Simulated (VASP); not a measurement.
Here is a VASP 6.6.1 calculation.

INCAR

```
  PREC = Accurate
  ENCUT = 520
  EDIFF = 1E-7
  ISMEAR = -1
  SIGMA = 0.1
  LREAL = False
  LASPH = True
  NELM = 80
  ALGO = Normal
  ISIF = 2
  LWAVE = False
  LCHARG = False
  GGA = PE
  NBANDS = 7
```

File KPOINTS:

```
Automatic mesh
0
Gamma
  17 17 17
```

Contents of POSCAR:

```
Mg
1.0
    3.0603096920      0.0000000000      0.0000000000
    0.0000000000      3.0603096920      0.0000000000
    0.0000000000      0.0000000000      3.0603096920
Mg
1
Direct
    0.0000000000      0.0000000000      0.0000000000
```

Potentials or basis: VASP PAW PBE potentials, release 64 (Mg).

The run is started by

```sh
$ cat potpaw_PBE.64/Mg/POTCAR > POTCAR
$ mpirun -np 1 vasp_std > vasp.out
```

(1) What does it give for the pressure?

(2) Estimate the band gap on the k mesh.

Results:

(1) -0.9 GPa.

(2) zero (band 1 reaches 5.33 eV, above the bottom of band 2 at -0.03 eV).
